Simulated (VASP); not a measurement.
# Mg7Te (F-43m) in VASP: a series of runs

Runs on Mg7Te. Level: PBE. Tasks: single point.

Everything below comes from runs of VASP 6.6.1. Logs are shortened: lines on timing, memory, paths and dates and some standing lists are left out, and cuts for length are marked.

## 1. The cell of the first run

The structure is cubic, space group F-43m (No. 216). The conventional cell has a = 9.884 Å, b = 9.884 Å, c = 9.884 Å, α = 90.00°, β = 90.00°, γ = 90.00°. Mg (site symmetry 2mm) has 1 Te at 2.82 Å and 6 Mg at 3.00 to 3.51 Å within 3.7 Å. Mg (site symmetry -43m) has 12 Mg at 3.51 Å and 4 Te at 4.28 Å within 4.6 Å. Within 3.7 Å of Te (site symmetry -43m) lie 6 Mg at 2.82 Å.

The cell was built from a structure type or drawn by symmetry, and may not be a known phase.

## 2. Single point, PBE

Input file INCAR:

```
ALGO     = Normal         # electronic algorithm
EDIFF    = 1E-6           # SCF threshold, eV
ENCUT    = 600            # plane-wave cutoff, eV
GGA      = PE             # functional
GGA_COMPAT= F            
ISIF     = 2              # what is computed and relaxed
ISMEAR   = 0              # smearing method
LASPH    = T              # aspherical terms in the spheres
LCHARG   = F              # write CHGCAR
LREAL    = F              # projectors in reciprocal space
LWAVE    = F              # write WAVECAR
NBANDS   = 20             # bands
NELM     = 120            # most SCF steps
PREC     = Accurate       # precision mode
SIGMA    = 0.2            # smearing width, eV
```

Input file KPOINTS:

```
k-points
0
Gamma
  3 3 3
```

Input file POSCAR:

```
Mg7Te
1.0
    0.0000000000      4.9420681322      4.9420681322
    4.9420681322      0.0000000000      4.9420681322
    4.9420681322      4.9420681322      0.0000000000
Mg Te
7 1
Direct
    0.0350728435      0.4649271565      0.4649271565
    0.4649271565      0.0350728435      0.0350728435
    0.4649271565      0.0350728435      0.4649271565
    0.0350728435      0.4649271565      0.0350728435
    0.4649271565      0.4649271565      0.0350728435
    0.0350728435      0.0350728435      0.4649271565
    0.0000000000      0.0000000000      0.0000000000
    0.7500000000      0.7500000000      0.7500000000
```

Potentials or basis: VASP PAW PBE potentials, release 64 (Mg, Te).

On the command line:

```sh
$ cat potpaw_PBE.64/Mg/POTCAR potpaw_PBE.64/Te/POTCAR > POTCAR
$ mpirun -np 1 vasp_std > vasp.out
```

OUTCAR:

```text
EDIFF = 1E-6
   ENCUT = 600
   GGA = PE
   ISIF = 2
   ISMEAR = 0
   LASPH = T
   LREAL = F
   NELM = 120
   PREC = Accurate

 ion  position               nearest neighbor table
   1  0.035  0.465  0.465-   8 2.82   4 3.00   5 3.00   6 3.00   3 3.00   7 3.51   7 3.51
   2  0.465  0.035  0.035-   8 2.82   4 3.00   5 3.00   6 3.00   3 3.00   7 3.51   7 3.51
   3  0.465  0.035  0.465-   8 2.82   2 3.00   5 3.00   6 3.00   1 3.00   7 3.51   7 3.51
   4  0.035  0.465  0.035-   8 2.82   2 3.00   5 3.00   6 3.00   1 3.00   7 3.51   7 3.51
   5  0.465  0.465  0.035-   8 2.82   2 3.00   3 3.00   4 3.00   1 3.00   7 3.51   7 3.51
   6  0.035  0.035  0.465-   8 2.82   2 3.00   3 3.00   4 3.00   1 3.00   7 3.51   7 3.51
   7  0.000  0.000  0.000-   2 3.51   4 3.51   6 3.51   1 3.51   3 3.51   6 3.51   1 3.51   4 3.51
                             5 3.51   2 3.51   3 3.51   5 3.51
   8  0.750  0.750  0.750-   1 2.82   2 2.82   3 2.82   4 2.82   5 2.82   6 2.82

  LATTYP: Found a face centered cubic cell.
 ALAT       =     9.8841362644

  Lattice vectors:

 A1 = (   0.0000000000,   4.9420681322,   4.9420681322)
 A2 = (   4.9420681322,   0.0000000000,   4.9420681322)
 A3 = (   4.9420681322,   4.9420681322,   0.0000000000)

Analysis of symmetry for initial positions (statically):
=====================================================================
 Subroutine PRICEL returns:
 Original cell was already a primitive cell.

 Routine SETGRP: Setting up the symmetry group for a
 face centered cubic supercell.

 Subroutine GETGRP returns: Found 24 space group operations
 (whereof 24 operations were pure point group operations)
 out of a pool of 48 trial point group operations.

The static configuration has the point symmetry T_d .

Analysis of symmetry for dynamics (positions and initial velocities):
=====================================================================
 Subroutine PRICEL returns:
 Original cell was already a primitive cell.

 Routine SETGRP: Setting up the symmetry group for a
 face centered cubic supercell.

 Subroutine GETGRP returns: Found 24 space group operations
 (whereof 24 operations were pure point group operations)
 out of a pool of 48 trial point group operations.

The dynamic configuration has the point symmetry T_d .

 Subroutine INISYM returns: Found 24 space group operations
 (whereof 24 operations are pure point group operations),
 and found     1 'primitive' translations

----------------------------------------------------------------------------------------

                                     Primitive cell

  volume of cell :     241.4105

  direct lattice vectors                    reciprocal lattice vectors
     0.000000000  4.942068132  4.942068132    -0.101172219  0.101172219  0.101172219
     4.942068132  0.000000000  4.942068132     0.101172219 -0.101172219  0.101172219
     4.942068132  4.942068132  0.000000000     0.101172219  0.101172219 -0.101172219

  length of vectors
     6.989139779  6.989139779  6.989139779     0.175235424  0.175235424  0.175235424

  position of ions in fractional coordinates (direct lattice)
     0.035072843  0.464927157  0.464927157
     0.464927157  0.035072843  0.035072843
     0.464927157  0.035072843  0.464927157
     0.035072843  0.464927157  0.035072843
     0.464927157  0.464927157  0.035072843
     0.035072843  0.035072843  0.464927157
     0.000000000  0.000000000  0.000000000
     0.750000000  0.750000000  0.750000000

  ion indices of the primitive-cell ions
   primitive index   ion index
                 1           1
                 2           2
                 3           3
                 4           4
                 5           5
                 6           6
                 7           7
                 8           8

----------------------------------------------------------------------------------------

 KPOINTS: k-points

Automatic generation of k-mesh.
 Grid dimensions read from file:
 generate k-points for:    3    3    3

 Generating k-lattice:

  Cartesian coordinates                     Fractional coordinates (reciprocal lattice)
    -0.033724073  0.033724073  0.033724073     0.333333333  0.000000000  0.000000000
     0.033724073 -0.033724073  0.033724073     0.000000000  0.333333333  0.000000000
     0.033724073  0.033724073 -0.033724073     0.000000000  0.000000000  0.333333333

  Length of vectors
     0.058411808  0.058411808  0.058411808

  Shift w.r.t. Gamma in fractional coordinates (k-lattice)
     0.000000000  0.000000000  0.000000000

 Subroutine IBZKPT returns following result:
 ===========================================

 Found      4 irreducible k-points:

 Following reciprocal coordinates:
            Coordinates               Weight
  0.000000  0.000000  0.000000      1.000000
  0.333333  0.000000  0.000000      8.000000
  0.333333  0.333333  0.000000      6.000000
 -0.333333  0.333333  0.000000     12.000000
   k-points           NKPTS =      4   k-points in BZ     NKDIM =      4   number of bands    NBANDS=     20
   number of dos      NEDOS =    301   number of ions     NIONS =      8
   total plane-waves  NPLWV = 175616
   dimension x,y,z NGX =    56 NGY =   56 NGZ =   56
   dimension x,y,z NGXF=   112 NGYF=  112 NGZF=  112
   ions per type =               7   1
   NGX,Y,Z   is equivalent  to a cutoff of  13.32, 13.32, 13.32 a.u.
   NGXF,Y,Z  is equivalent  to a cutoff of  26.64, 26.64, 26.64 a.u.
 SYSTEM =  unknown system
   PREC   = accura    normal or accurate (medium, high low for compatibility)
   ISTART =      0    job   : 0-new  1-cont  2-samecut
   ICHARG =      2    charge: 1-file 2-atom 10-const
   ISPIN  =      1    spin polarized calculation?
   LNONCOLLINEAR =      F non collinear calculations
   LSORBIT =      F    spin-orbit coupling
   LASPH  =      T    aspherical Exc in radial PAW
   ENCUT  =  600.0 eV  44.10 Ry    6.64 a.u.  13.96 13.96 13.96*2*pi/ulx,y,z
   NELM   =    120;   NELMIN=  2; NELMDL= -5     # of ELM steps
   EDIFF  = 0.1E-05   stopping-criterion for ELM
   LREAL  =      F    real-space projection
   EDIFFG = 0.1E-04   stopping-criterion for IOM
   NSW    =      0    number of steps for IOM
   IBRION =     -1    ionic relax: 0-MD 1-quasi-New 2-CG
   NFREE  =      0    steps in history (QN), initial steepest desc. (CG)
   ISIF   =      2    stress and relaxation
   ISYM   =      2    0-nonsym 1-usesym 2-fastsym
   POTIM  = 0.5000    time-step for ionic-motion
   TEBEG  =    0.0;   TEEND  =   0.0 temperature during run
   PSTRESS=    0.0 pullay stress
   NELECT =      20.0000    total number of electrons
   NUPDOWN=      -1.0000    fix difference up-down
   EMIN   =  10.00;   EMAX   =-10.00  energy-range for DOS
   EFERMI =   0.00;   METHOD = LEGACY
   ISMEAR =     0;   SIGMA  =   0.20  broadening in eV -4-tet -1-fermi 0-gaus
   EFERMI_NEDOS =   21; number of points for ismear=-14 and -15
   IALGO  =     38    algorithm
   IMIX   =      4    mixing-type and parameters
     AMIX     =   0.40;   BMIX     =  1.00
     AMIX_MAG =   1.60;   BMIX_MAG =  1.00
  volume/ion in A,a.u.               =      30.18       203.64
  Fermi-wavevector in a.u.,A,eV,Ry     =   0.713673  1.348647  6.929849  0.509330
  Thomas-Fermi vector in A             =   1.801373
   LORBIT       =      0    0 simple, 1 ext, 2 COOP (PROOUT), +10 PAW based schemes
   GGA     = PE    functional components
   LHFCALC =     F    Hartree Fock is set to
   AEXX    =    0.0000 exact exchange contribution
   IVDW    =     0    specifies the selected vdW correction
   LEPSILON=     F    determine dielectric tensor
   LRPA    =     F    only Hartree local field effects (RPA)
 non-spin polarized calculation
 Gauss-broadening in eV      SIGMA  =   0.20
  energy-cutoff  :      600.00
  volume of cell :      241.41
 maximum number of plane-waves:      8080
   NGX = 27   NGY = 27   NGZ = 27

 number of electron      20.0000000 magnetization

 Free energy of the ion-electron system (eV)
  ---------------------------------------------------
  ext. energy  EPLUGINS =         0.00000000
  ---------------------------------------------------
  free energy    TOTEN  =       -12.69185667 eV

  energy without entropy =      -12.63594721  energy(sigma->0) =      -12.66390194

 E-fermi :   2.3058     XC(G=0):  -7.7366

 val. band max:        2.0294181492   @ k =   0.3333   0.3333   0.0000
 cond. band min:       2.3838006221   @ k =   0.0000   0.0000   0.0000
 fundamental gap:      0.3543824729
 Fermi energy:         2.3058217760

 k-point     1 :       0.0000    0.0000    0.0000
  band No.  band energies     occupation
      1     -10.1420      2.00000
      2      -3.1537      2.00000
      3      -2.3284      2.00000
      4      -2.3284      2.00000
      5      -2.3284      2.00000
      6       0.7717      2.00000
[... 12 lines left out ...]
     19       7.2145      0.00000
     20       7.2145      0.00000

 k-point     2 :       0.3333    0.0000    0.0000
  band No.  band energies     occupation
      1     -10.1286      2.00000
      2      -3.4726      2.00000
      3      -2.3581      2.00000
      4      -2.3581      2.00000
      5      -1.7387      2.00000
      6      -0.7836      2.00000
[... 12 lines left out ...]
     19       6.2526      0.00000
     20       6.2923      0.00000

 k-point     3 :       0.3333    0.3333    0.0000
  band No.  band energies     occupation
      1     -10.1245      2.00000
      2      -3.2757      2.00000
      3      -2.5304      2.00000
      4      -2.5304      2.00000
      5      -2.1283      2.00000
      6      -0.5374      2.00000
[... 12 lines left out ...]
     19       5.7405      0.00000
     20       6.1900      0.00000

 k-point     4 :      -0.3333    0.3333    0.0000
  band No.  band energies     occupation
      1     -10.1200      2.00000
      2      -3.2726      2.00000
      3      -2.8652      2.00000
      4      -2.4670      2.00000
      5      -1.7814      2.00000
      6      -0.6385      2.00000
[... 12 lines left out ...]
     19       5.6499      0.00000
     20       5.9883      0.00000

------------------------ aborting loop because EDIFF is reached ----------------------------------------

  FORCE on cell =-STRESS in cart. coord.  units (eV):
  Direction    XX          YY          ZZ          XY          YZ          ZX
  --------------------------------------------------------------------------------------
  -------------------------------------------------------------------------------------
  Total        0.3276530      0.3276530      0.3276530      0.0000000      0.0000000     -0.0000000
  in kB        2.1745454      2.1745454      2.1745454      0.0000000      0.0000000     -0.0000000
  external PRESSURE =       2.1745454 kB  Pullay stress =       0.0000000 kB

 VOLUME and BASIS-vectors are now :
 -----------------------------------------------------------------------------
  energy-cutoff  :      600.00
  volume of cell :      241.41
      direct lattice vectors                 reciprocal lattice vectors
     0.000000000  4.942068132  4.942068132    -0.101172219  0.101172219  0.101172219
     4.942068132  0.000000000  4.942068132     0.101172219 -0.101172219  0.101172219
     4.942068132  4.942068132  0.000000000     0.101172219  0.101172219 -0.101172219

 POSITION                                       TOTAL-FORCE (eV/Angst)
 -----------------------------------------------------------------------------------
      4.59540      2.47103      2.47103        -0.005124     -0.000000      0.000000
      0.34666      2.47103      2.47103         0.005124     -0.000000      0.000000
      2.47103      4.59540      2.47103        -0.000000     -0.005124      0.000000
      2.47103      0.34666      2.47103        -0.000000      0.005124      0.000000
      2.47103      2.47103      4.59540        -0.000000     -0.000000     -0.005124
      2.47103      2.47103      0.34666        -0.000000     -0.000000      0.005124
      0.00000      0.00000      0.00000        -0.000000     -0.000000      0.000000
      7.41310      7.41310      7.41310        -0.000000     -0.000000      0.000000
 -----------------------------------------------------------------------------------
    total drift:                                0.000000      0.000000      0.000000

  FREE ENERGIE OF THE ION-ELECTRON SYSTEM (eV)
  ---------------------------------------------------
  free  energy   TOTEN  =       -12.6918566660 eV

  energy  without entropy=      -12.6359472067  energy(sigma->0) =      -12.66390194
```

It took 1.7 min on 1 thread of Intel Xeon 8259CL, shared host; peak memory 0.4 GiB.

Results:

```
Free energy            : -12.6919 eV
Pressure               : 0.2 GPa
Largest force          : 0.005 eV/Å
Band gap on the k mesh : zero (bands 10 and 11 overlap by 1.01 eV)
```

Forces on the atoms (eV/Å):
```
Mg  -0.005  0.000  0.000
Mg   0.005  0.000  0.000
Mg   0.000 -0.005  0.000
Mg   0.000  0.005  0.000
Mg   0.000  0.000 -0.005
Mg   0.000  0.000  0.005
Mg   0.000  0.000  0.000
Te   0.000  0.000  0.000
```

Caveat: the k points lie up to 0.37 Å⁻¹ apart, too coarse for converged energies and pressures of a metal; spin-orbit coupling is left out, which moves the levels of the heavy elements.

[end of part 1 of 2]
